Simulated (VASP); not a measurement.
# BP (pbe) (F-43m) in VASP: a series of runs

BP (pbe) is run at these levels: PBE; tasks: single point.

All numbers are computed with VASP 6.6.1; they aren't measurements. Logs are shortened: lines on timing, memory, paths and dates and some standing lists are left out, and cuts for length are marked.

### 1 The cell of the first run

The structure is cubic, space group F-43m (No. 216). Conventional cell: a = 4.455 Å, b = 4.455 Å, c = 4.455 Å, α = 90.00°, β = 90.00°, γ = 90.00°. Within 2.6 Å of B (site symmetry -43m) lie 4 P at 1.93 Å. Within 2.6 Å of P (site symmetry -43m) lie 4 B at 1.93 Å.

### 2 Single point, PBE (volume scaled by 0.94)

Contents of INCAR:

```
SYSTEM = BP
PREC = Accurate ; ENCUT = 500
EDIFF = 1E-6 ; ISMEAR = 0
SIGMA = 0.02 ; LREAL = .False.
LASPH = .True. ; NELM = 120
ALGO = Normal ; ISIF = 2
LWAVE = .False. ; LCHARG = .True.
GGA = PE ; LELF = .True.
LVHAR = .True. ; NBANDS = 11
GGA_COMPAT = .False.
```

Contents of KPOINTS:

```
Automatic mesh
0
Gamma
  10 10 10
  0 0 0
```

Contents of POSCAR:

```
BP
1.0
    0.0000000000      2.2277276321      2.2277276321
    2.2277276321      0.0000000000      2.2277276321
    2.2277276321      2.2277276321      0.0000000000
B P
1 1
Direct
    0.0000000000      0.0000000000      0.0000000000
    0.2500000000      0.2500000000      0.2500000000
```

Potentials or basis: VASP PAW PBE potentials, release 64 (B, P).

Launch:

```sh
> cat potpaw_PBE.64/B/POTCAR potpaw_PBE.64/P/POTCAR > POTCAR
> mpirun -np 1 vasp_std > vasp.out
```

OUTCAR:

```text
SYSTEM = BP
   PREC = Accurate
   ENCUT = 500
   EDIFF = 1E-6
   ISMEAR = 0
   LREAL = .False.
   LASPH = .True.
   NELM = 120
   ISIF = 2
   GGA = PE

 ion  position               nearest neighbor table
   1  0.000  0.000  0.000-   2 1.93   2 1.93   2 1.93   2 1.93
   2  0.250  0.250  0.250-   1 1.93   1 1.93   1 1.93   1 1.93

  LATTYP: Found a face centered cubic cell.
 ALAT       =     4.4554552642

  Lattice vectors:

 A1 = (   0.0000000000,   2.2277276321,   2.2277276321)
 A2 = (   2.2277276321,   0.0000000000,   2.2277276321)
 A3 = (   2.2277276321,   2.2277276321,   0.0000000000)

Analysis of symmetry for initial positions (statically):
=====================================================================
 Subroutine PRICEL returns:
 Original cell was already a primitive cell.

 Routine SETGRP: Setting up the symmetry group for a
 face centered cubic supercell.

 Subroutine GETGRP returns: Found 24 space group operations
 (whereof 24 operations were pure point group operations)
 out of a pool of 48 trial point group operations.

The static configuration has the point symmetry T_d .

Analysis of symmetry for dynamics (positions and initial velocities):
=====================================================================
 Subroutine PRICEL returns:
 Original cell was already a primitive cell.

 Routine SETGRP: Setting up the symmetry group for a
 face centered cubic supercell.

 Subroutine GETGRP returns: Found 24 space group operations
 (whereof 24 operations were pure point group operations)
 out of a pool of 48 trial point group operations.

The dynamic configuration has the point symmetry T_d .

 Subroutine INISYM returns: Found 24 space group operations
 (whereof 24 operations are pure point group operations),
 and found     1 'primitive' translations

----------------------------------------------------------------------------------------

                                     Primitive cell

  volume of cell :      22.1114

  direct lattice vectors                    reciprocal lattice vectors
     0.000000000  2.227727632  2.227727632    -0.224443955  0.224443955  0.224443955
     2.227727632  0.000000000  2.227727632     0.224443955 -0.224443955  0.224443955
     2.227727632  2.227727632  0.000000000     0.224443955  0.224443955 -0.224443955

  length of vectors
     3.150482631  3.150482631  3.150482631     0.388748333  0.388748333  0.388748333

  position of ions in fractional coordinates (direct lattice)
     0.000000000  0.000000000  0.000000000
     0.250000000  0.250000000  0.250000000

  ion indices of the primitive-cell ions
[... 79 lines left out ...]
   IBRION =     -1    ionic relax: 0-MD 1-quasi-New 2-CG
   NFREE  =      0    steps in history (QN), initial steepest desc. (CG)
   ISIF   =      2    stress and relaxation
   ISYM   =      2    0-nonsym 1-usesym 2-fastsym
   POTIM  = 0.5000    time-step for ionic-motion
   TEBEG  =    0.0;   TEEND  =   0.0 temperature during run
   PSTRESS=    0.0 pullay stress
   NELECT =       8.0000    total number of electrons
   NUPDOWN=      -1.0000    fix difference up-down
   EMIN   =  10.00;   EMAX   =-10.00  energy-range for DOS
   EFERMI =   0.00;   METHOD = LEGACY
   ISMEAR =     0;   SIGMA  =   0.02  broadening in eV -4-tet -1-fermi 0-gaus
   EFERMI_NEDOS =   21; number of points for ismear=-14 and -15
   IALGO  =     38    algorithm
   IMIX   =      4    mixing-type and parameters
     AMIX     =   0.40;   BMIX     =  1.00
     AMIX_MAG =   1.60;   BMIX_MAG =  1.00
  volume/ion in A,a.u.               =      11.06        74.61
  Fermi-wavevector in a.u.,A,eV,Ry     =   1.166539  2.204440 18.515000  1.360814
  Thomas-Fermi vector in A             =   2.303051
   LORBIT       =      0    0 simple, 1 ext, 2 COOP (PROOUT), +10 PAW based schemes
   GGA     = PE    functional components
   LHFCALC =     F    Hartree Fock is set to
   AEXX    =    0.0000 exact exchange contribution
   IVDW    =     0    specifies the selected vdW correction
   LEPSILON=     F    determine dielectric tensor
   LRPA    =     F    only Hartree local field effects (RPA)
 non-spin polarized calculation
 Gauss-broadening in eV      SIGMA  =   0.02
  energy-cutoff  :      500.00
  volume of cell :       22.11
 maximum number of plane-waves:       571
   NGX = 11   NGY = 11   NGZ = 11

 number of electron       8.0000001 magnetization

 Free energy of the ion-electron system (eV)
  ---------------------------------------------------
  ext. energy  EPLUGINS =         0.00000000
  ---------------------------------------------------
  free energy    TOTEN  =       -12.88481444 eV

  energy without entropy =      -12.88481444  energy(sigma->0) =      -12.88481444

 E-fermi :   8.1929     XC(G=0): -11.1458

 val. band max:        8.0967195234   @ k =   0.0000   0.0000   0.0000
 cond. band min:       9.2592993050   @ k =   0.4000   0.4000   0.0000
 fundamental gap:      1.1625797815
 Fermi energy:         8.1929005105

 k-point     1 :       0.0000    0.0000    0.0000
  band No.  band energies     occupation
      1      -7.8635      2.00000
      2       8.0967      2.00000
      3       8.0967      2.00000
      4       8.0967      2.00000
      5      11.5847      0.00000
      6      11.5847      0.00000
      7      11.5847      0.00000
      8      16.3235      0.00000
      9      19.9955      0.00000
     10      20.3865      0.00000
     11      20.3865      0.00000
[... 309 lines left out ...]
 k-point    24 :       0.4000    0.3000    0.0000
  band No.  band energies     occupation
      1      -4.7771      2.00000
      2       1.8171      2.00000
      3       3.8412      2.00000
      4       4.4080      2.00000
      5       9.8644      0.00000
      6      11.7014      0.00000
      7      17.9377      0.00000
      8      17.9895      0.00000
      9      22.7547      0.00000
     10      23.6804      0.00000
     11      25.9720      0.00000

 [... further k-points ...]
[... 5 lines left out ...]
  --------------------------------------------------------------------------------------
  -------------------------------------------------------------------------------------
  Total        1.5178371      1.5178371      1.5178371      0.0000000      0.0000000     -0.0000000
  in kB      109.9814581    109.9814581    109.9814581      0.0000000      0.0000000     -0.0000000
  external PRESSURE =     109.9814581 kB  Pullay stress =       0.0000000 kB

 VOLUME and BASIS-vectors are now :
 -----------------------------------------------------------------------------
  energy-cutoff  :      500.00
  volume of cell :       22.11
      direct lattice vectors                 reciprocal lattice vectors
     0.000000000  2.227727632  2.227727632    -0.224443955  0.224443955  0.224443955
     2.227727632  0.000000000  2.227727632     0.224443955 -0.224443955  0.224443955
     2.227727632  2.227727632  0.000000000     0.224443955  0.224443955 -0.224443955

 POSITION                                       TOTAL-FORCE (eV/Angst)
 -----------------------------------------------------------------------------------
      0.00000      0.00000      0.00000        -0.000000     -0.000000     -0.000000
      1.11386      1.11386      1.11386         0.000000      0.000000      0.000000
 -----------------------------------------------------------------------------------
    total drift:                                0.000000      0.000000      0.000000

  FREE ENERGIE OF THE ION-ELECTRON SYSTEM (eV)
  ---------------------------------------------------
  free  energy   TOTEN  =       -12.8848144410 eV

  energy  without entropy=      -12.8848144410  energy(sigma->0) =      -12.88481444
```

It took 15 s on 1 thread of AMD EPYC 7R43 (Zen 3), shared host; peak memory 0.1 GiB.

What came out:

| Item | Value |
| --- | --- |
| Free energy | -12.8848 eV |
| Pressure | 11.0 GPa |
| Band gap on the k mesh | 1.16 eV, indirect (least direct gap 3.49 eV) |

Caveat: the cell differs from its parent crystal (volume scaled by 0.94).

### 3 Single point, PBE (volume scaled by 0.91)

Contents of INCAR:

```
SYSTEM = BP
ALGO = Normal
EDIFF = 1E-6
ENCUT = 500
GGA = PE
GGA_COMPAT = .False.
ISIF = 2
ISMEAR = 0
LASPH = .True.
LCHARG = .True.
LELF = .True.
LREAL = .False.
LVHAR = .True.
LWAVE = .False.
NBANDS = 11
NELM = 120
PREC = Accurate
SIGMA = 0.02
```

Contents of KPOINTS:

```
k-points
0
Gamma
  10 10 10
  0 0 0
```

Contents of POSCAR:

```
BP
1.0
    0.0000000000      2.2037717149      2.2037717149
    2.2037717149      0.0000000000      2.2037717149
    2.2037717149      2.2037717149      0.0000000000
B P
1 1
Direct
    0.0000000000      0.0000000000      0.0000000000
    0.2500000000      0.2500000000      0.2500000000
```

Potentials or basis: VASP PAW PBE potentials, release 64 (B, P).

Launch:

```sh
> cat potpaw_PBE.64/B/POTCAR potpaw_PBE.64/P/POTCAR > POTCAR
> mpirun -np 1 vasp_std > vasp.out
```

Wall time 16 s (1 thread of AMD EPYC 7R43 (Zen 3), shared host); peak memory 0.1 GiB.

The run converged. Its results:

| Property | Result |
| --- | --- |
| Free energy | -12.8211 eV |
| Pressure | 17.9 GPa |
| Band gap on the k mesh | 1.12 eV, indirect (least direct gap 3.55 eV) |

Levels at points of the mesh, in eV from the valence-band top:
| k point | band 1 | band 2 | band 3 | band 4 | band 5 | band 6 | band 7 | band 8 | band 9 |
| --- | --- | --- | --- | --- | --- | --- | --- | --- | --- |
| (0.00, 0.00, 0.00) | -16.26 | 0.00 | 0.00 | 0.00 | 3.55 | 3.55 | 3.55 | 8.74 | 12.14 |
| (0.50, 0.00, 0.00) | -12.59 | -9.68 | -1.86 | -1.86 | 4.32 | 4.77 | 4.77 | 10.43 | 15.21 |
| (0.50, 0.50, 0.00) | -10.93 | -9.04 | -4.43 | -4.43 | 1.15 | 1.58 | 12.96 | 12.96 | 16.33 |

Caveat: the cell differs from its parent crystal (volume scaled by 0.91). A k mesh can miss the band edges.

### 4 Single point, PBE

This run uses another cell than the first one, of 11.76 Å³/atom, 1.064 times its volume.

Contents of INCAR:

```
SYSTEM = BP
PREC = Accurate
ENCUT = 500
EDIFF = 1E-6
ISMEAR = 0
SIGMA = 0.02
LREAL = .False.
LASPH = .True.
NELM = 120
ALGO = Normal
ISIF = 2
LWAVE = .False.
LCHARG = .True.
GGA = PE
LELF = .True.
LVHAR = .True.
NBANDS = 11
GGA_COMPAT = .False.
```

Contents of KPOINTS:

```
Automatic mesh
0
Gamma
  10 10 10
  0 0 0
```

Contents of POSCAR:

```
BP
1.0
    0.0000000000      2.2741519222      2.2741519222
    2.2741519222      0.0000000000      2.2741519222
    2.2741519222      2.2741519222      0.0000000000
B P
1 1
Direct
    0.0000000000      0.0000000000      0.0000000000
    0.2500000000      0.2500000000      0.2500000000
```

Launch:

```sh
> cat potpaw_PBE.64/B/POTCAR potpaw_PBE.64/P/POTCAR > POTCAR
> mpirun -np 1 vasp_std > vasp.out
```

Run time: 15 s. Hardware: 1 thread of AMD EPYC 7R43 (Zen 3), shared host; peak memory 0.1 GiB.

The run converged. Its results:

- Free energy: -12.9306 eV
- Pressure: -0.2 GPa
- Band gap on the k mesh: 1.25 eV, indirect (least direct gap 3.39 eV)

Levels at points of the mesh, in eV from the valence-band top:
| k point | band 2 | band 3 | band 4 | band 5 | band 6 | band 7 |
| --- | --- | --- | --- | --- | --- | --- |
| (0.00, 0.00, 0.00) | 0.00 | 0.00 | 0.00 | 3.39 | 3.39 | 3.39 |
| (0.50, 0.00, 0.00) | -8.98 | -1.75 | -1.75 | 3.74 | 4.71 | 4.71 |
| (0.50, 0.50, 0.00) | -8.55 | -4.09 | -4.09 | 1.35 | 1.67 | 12.06 |

### 5 The runs side by side

| cell | gap on the mesh (eV) | pressure (GPa) |
| --- | --- | --- |
| a = 3.150 Å, angles 60.0°, 2 atoms | 1.16 | 11.0 |
| a = 3.117 Å, angles 60.0°, 2 atoms | 1.12 | 17.9 |
| a = 3.216 Å, angles 60.0°, 2 atoms | 1.25 | -0.2 |

Alike in all rows: task single point; level PBE; potentials or basis VASP PAW PBE potentials, release 64 (B, P); no spin polarisation; k mesh 10 × 10 × 10; cutoff (eV) 500; smearing gaussian 0.02 eV.

Total energies depend on the potentials used, so only differences within one code and one set of settings carry meaning.
